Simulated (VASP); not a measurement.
# TaOF3 (Ta(O)(F)3) in VASP: single point with PBE

Aim: the single point of TaOF3 (Ta(O)(F)3) with PBE.

All numbers are computed with VASP 6.6.1; they aren't measurements. Logs are shortened: lines on timing, memory, paths and dates and some standing lists are left out, and cuts for length are marked.

### Step 1. The cell of the first run

The cell holds a molecule in a box, 5 atoms: a = 11.870 Å, b = 12.110 Å, c = 11.210 Å, α = 90.00°, β = 90.00°, γ = 90.00°.

### Step 2. Single point, PBE

File INCAR:

```
ALGO = Normal ; EDIFF = 1E-6
ENCUT = 520 ; GGA = PE
ISIF = 2 ; ISMEAR = 0
LASPH = True ; LCHARG = False
LREAL = False ; LWAVE = False
NBANDS = 27 ; NELM = 60
PREC = Accurate ; SIGMA = 0.01
```

File KPOINTS:

```
k-points
0
Gamma
  1 1 1
```

File POSCAR:

```
TaOF3
1.0
   11.8700000000      0.0000000000      0.0000000000
    0.0000000000     12.1100000000      0.0000000000
    0.0000000000      0.0000000000     11.2100000000
Ta O F
1 1 3
Direct
    0.5033614200      0.4999289800      0.5051231000
    0.6212165100      0.4999289800      0.4161222100
    0.5125518100      0.6282634200      0.5984870700
    0.3791069900      0.4999289800      0.4014273000
    0.5125518100      0.3715937200      0.5984870700
```

Potentials or basis: VASP PAW PBE potentials, release 64 (Ta_pv, O, F).

The run is started by

```
$ cat potpaw_PBE.64/Ta_pv/POTCAR potpaw_PBE.64/O/POTCAR potpaw_PBE.64/F/POTCAR > POTCAR
$ mpirun -np 1 vasp_gam > vasp.out
```

OUTCAR:

```text
EDIFF = 1E-6
   ENCUT = 520
   GGA = PE
   ISIF = 2
   ISMEAR = 0
   LASPH = True
   LREAL = False
   NELM = 60
   PREC = Accurate

 ion  position               nearest neighbor table
   1  0.503  0.500  0.505-   2 1.72   3 1.88   5 1.88   4 1.88
   2  0.621  0.500  0.416-   1 1.72
   3  0.513  0.628  0.598-   1 1.88
   4  0.379  0.500  0.401-   1 1.88
   5  0.513  0.372  0.598-   1 1.88

  LATTYP: Found a simple orthorhombic cell.
 ALAT       =    11.2100000000
 B/A-ratio  =     1.0588760036
 C/A-ratio  =     1.0802854594

  Lattice vectors:

 A1 = (   0.0000000000,   0.0000000000,  11.2100000000)
 A2 = (  11.8700000000,   0.0000000000,   0.0000000000)
 A3 = (   0.0000000000,  12.1100000000,   0.0000000000)

Analysis of symmetry for initial positions (statically):
=====================================================================
 Subroutine PRICEL returns:
 Original cell was already a primitive cell.

 Routine SETGRP: Setting up the symmetry group for a
 simple orthorhombic supercell.

 Subroutine GETGRP returns: Found  2 space group operations
 (whereof  1 operations were pure point group operations)
 out of a pool of  8 trial point group operations.

The static configuration has the point symmetry C_1 .
 The point group associated with its full space group is C_1h.

Analysis of symmetry for dynamics (positions and initial velocities):
=====================================================================
 Subroutine PRICEL returns:
 Original cell was already a primitive cell.

 Routine SETGRP: Setting up the symmetry group for a
 simple orthorhombic supercell.

 Subroutine GETGRP returns: Found  2 space group operations
 (whereof  1 operations were pure point group operations)
 out of a pool of  8 trial point group operations.

The dynamic configuration has the point symmetry C_1 .
 The point group associated with its full space group is C_1h.

 Subroutine INISYM returns: Found  2 space group operations
 (whereof  1 operations are pure point group operations),
 and found     1 'primitive' translations

----------------------------------------------------------------------------------------

                                     Primitive cell

  volume of cell :    1611.3893

  direct lattice vectors                    reciprocal lattice vectors
    11.870000000  0.000000000  0.000000000     0.084245998  0.000000000  0.000000000
     0.000000000 12.110000000  0.000000000     0.000000000  0.082576383  0.000000000
     0.000000000  0.000000000 11.210000000     0.000000000  0.000000000  0.089206066

  length of vectors
    11.870000000 12.110000000 11.210000000     0.084245998  0.082576383  0.089206066

  position of ions in fractional coordinates (direct lattice)
     0.503361420  0.499928980  0.505123100
     0.621216510  0.499928980  0.416122210
     0.512551810  0.628263420  0.598487070
     0.379106990  0.499928980  0.401427300
     0.512551810  0.371593720  0.598487070

  ion indices of the primitive-cell ions
   primitive index   ion index
                 1           1
                 2           2
                 3           3
                 4           4
                 5           5

----------------------------------------------------------------------------------------

 KPOINTS: k-points

Automatic generation of k-mesh.
 Grid dimensions read from file:
 generate k-points for:    1    1    1

 Generating k-lattice:

  Cartesian coordinates                     Fractional coordinates (reciprocal lattice)
     0.084245998  0.000000000  0.000000000     1.000000000  0.000000000  0.000000000
     0.000000000  0.082576383  0.000000000     0.000000000  1.000000000  0.000000000
     0.000000000  0.000000000  0.089206066     0.000000000  0.000000000  1.000000000

  Length of vectors
     0.084245998  0.082576383  0.089206066

  Shift w.r.t. Gamma in fractional coordinates (k-lattice)
     0.000000000  0.000000000  0.000000000

 Subroutine IBZKPT returns following result:
 ===========================================

 Found      1 irreducible k-points:

 Following reciprocal coordinates:
            Coordinates               Weight
  0.000000  0.000000  0.000000      1.000000
   k-points           NKPTS =      1   k-points in BZ     NKDIM =      1   number of bands    NBANDS=     27
   number of dos      NEDOS =    301   number of ions     NIONS =      5
   total plane-waves  NPLWV = 680400
   dimension x,y,z NGX =    90 NGY =   90 NGZ =   84
   dimension x,y,z NGXF=   180 NGYF=  180 NGZF=  168
   ions per type =               1   1   3
   NGX,Y,Z   is equivalent  to a cutoff of  12.60, 12.36, 12.46 a.u.
   NGXF,Y,Z  is equivalent  to a cutoff of  25.21, 24.71, 24.91 a.u.
 SYSTEM =  unknown system
   PREC   = accura    normal or accurate (medium, high low for compatibility)
   ISTART =      0    job   : 0-new  1-cont  2-samecut
   ICHARG =      2    charge: 1-file 2-atom 10-const
   ISPIN  =      1    spin polarized calculation?
   LNONCOLLINEAR =      F non collinear calculations
   LSORBIT =      F    spin-orbit coupling
   LASPH  =      T    aspherical Exc in radial PAW
   ENCUT  =  520.0 eV  38.22 Ry    6.18 a.u.  22.07 22.52 20.84*2*pi/ulx,y,z
   NELM   =     60;   NELMIN=  2; NELMDL= -5     # of ELM steps
   EDIFF  = 0.1E-05   stopping-criterion for ELM
   LREAL  =      F    real-space projection
   EDIFFG = 0.1E-04   stopping-criterion for IOM
   NSW    =      0    number of steps for IOM
   IBRION =     -1    ionic relax: 0-MD 1-quasi-New 2-CG
   NFREE  =      0    steps in history (QN), initial steepest desc. (CG)
   ISIF   =      2    stress and relaxation
   ISYM   =      2    0-nonsym 1-usesym 2-fastsym
   POTIM  = 0.5000    time-step for ionic-motion
   TEBEG  =    0.0;   TEEND  =   0.0 temperature during run
   PSTRESS=    0.0 pullay stress
   NELECT =      38.0000    total number of electrons
   NUPDOWN=      -1.0000    fix difference up-down
   EMIN   =  10.00;   EMAX   =-10.00  energy-range for DOS
   EFERMI =   0.00;   METHOD = LEGACY
   ISMEAR =     0;   SIGMA  =   0.01  broadening in eV -4-tet -1-fermi 0-gaus
   EFERMI_NEDOS =   21; number of points for ismear=-14 and -15
   IALGO  =     38    algorithm
   IMIX   =      4    mixing-type and parameters
     AMIX     =   0.40;   BMIX     =  1.00
     AMIX_MAG =   1.60;   BMIX_MAG =  1.00
  volume/ion in A,a.u.               =     322.28      2174.84
  Fermi-wavevector in a.u.,A,eV,Ry     =   0.469464  0.887159  2.998679  0.220397
  Thomas-Fermi vector in A             =   1.461017
   LORBIT       =      0    0 simple, 1 ext, 2 COOP (PROOUT), +10 PAW based schemes
   GGA     = PE    functional components
   LHFCALC =     F    Hartree Fock is set to
   AEXX    =    0.0000 exact exchange contribution
   IVDW    =     0    specifies the selected vdW correction
   LEPSILON=     F    determine dielectric tensor
   LRPA    =     F    only Hartree local field effects (RPA)
 non-spin polarized calculation
 Gauss-broadening in eV      SIGMA  =   0.01
  energy-cutoff  :      520.00
  volume of cell :     1611.39
 maximum number of plane-waves:     21695
 NGX is ok and might be reduce to    90
   NGX = 45   NGY = 45   NGZ = 41

 number of electron      37.9999998 magnetization

 Free energy of the ion-electron system (eV)
  ---------------------------------------------------
  ext. energy  EPLUGINS =         0.00000000
  ---------------------------------------------------
  free energy    TOTEN  =       -36.31607862 eV

  energy without entropy =      -36.31607862  energy(sigma->0) =      -36.31607862

 E-fermi :  -8.2583     XC(G=0):  -0.8141

 val. band max:       -8.3690244580   @ k =   0.0000   0.0000   0.0000
 cond. band min:      -2.3766093347   @ k =   0.0000   0.0000   0.0000
 fundamental gap:      5.9924151233
 Fermi energy:        -8.2582689539

 k-point     1 :       0.0000    0.0000    0.0000
  band No.  band energies     occupation
      1     -41.6091      2.00000
      2     -41.6063      2.00000
      3     -41.5112      2.00000
      4     -29.6476      2.00000
      5     -29.2489      2.00000
      6     -29.2363      2.00000
      7     -22.5700      2.00000
      8     -11.9362      2.00000
      9     -11.9279      2.00000
     10     -11.9111      2.00000
     11     -11.3348      2.00000
     12     -11.3235      2.00000
     13     -10.8630      2.00000
     14     -10.5573      2.00000
     15     -10.5567      2.00000
     16     -10.4430      2.00000
     17      -8.7267      2.00000
     18      -8.3769      2.00000
     19      -8.3690      2.00000
     20      -2.3766      0.00000
     21      -2.3715      0.00000
     22      -1.4819      0.00000
     23      -0.8677      0.00000
     24      -0.8626      0.00000
     25      -0.7138      0.00000
     26       0.4189      0.00000
     27       0.5760      0.00000

------------------------ aborting loop because EDIFF is reached ----------------------------------------

  FORCE on cell =-STRESS in cart. coord.  units (eV):
  Direction    XX          YY          ZZ          XY          YZ          ZX
  --------------------------------------------------------------------------------------
  -------------------------------------------------------------------------------------
  Total        0.7235165      0.2518720      0.4577217      0.0000000      0.0000000     -0.4100367
  in kB        0.7193803      0.2504322      0.4551050      0.0000000      0.0000000     -0.4076927
  external PRESSURE =       0.4749725 kB  Pullay stress =       0.0000000 kB

 VOLUME and BASIS-vectors are now :
 -----------------------------------------------------------------------------
  energy-cutoff  :      520.00
  volume of cell :     1611.39
      direct lattice vectors                 reciprocal lattice vectors
    11.870000000  0.000000000  0.000000000     0.084245998  0.000000000  0.000000000
     0.000000000 12.110000000  0.000000000     0.000000000  0.082576383  0.000000000
     0.000000000  0.000000000 11.210000000     0.000000000  0.000000000  0.089206066

 POSITION                                       TOTAL-FORCE (eV/Angst)
 -----------------------------------------------------------------------------------
      5.97490      6.05414      5.66243        -0.174288      0.000000      0.185023
      7.37384      6.05414      4.66473         0.468244      0.000000     -0.351738
      6.08399      7.60827      6.70904        -0.064076      0.130861      0.103895
      4.50000      6.05414      4.50000        -0.165803      0.000000     -0.041076
      6.08399      4.50000      6.70904        -0.064076     -0.130861      0.103895
 -----------------------------------------------------------------------------------
    total drift:                                0.003639      0.018724     -0.000649

  FREE ENERGIE OF THE ION-ELECTRON SYSTEM (eV)
  ---------------------------------------------------
  free  energy   TOTEN  =       -36.3160786155 eV

  energy  without entropy=      -36.3160786155  energy(sigma->0) =      -36.31607862
```

It took 81 s on 1 thread of AMD EPYC 9R45 (Zen 5), shared host; peak memory 1.1 GiB.

Results:

- Free energy: -36.3161 eV
- Largest force: 0.586 eV/Å
- Gap between the frontier levels: 5.99 eV

Forces in eV/Å, atoms in the order of the input:
```
Ta  -0.174  0.000  0.185
O    0.468  0.000 -0.352
F   -0.064  0.131  0.104
F   -0.166  0.000 -0.041
F   -0.064 -0.131  0.104
```

Caveat: spin-orbit coupling is left out, which moves the levels of the heavy elements.
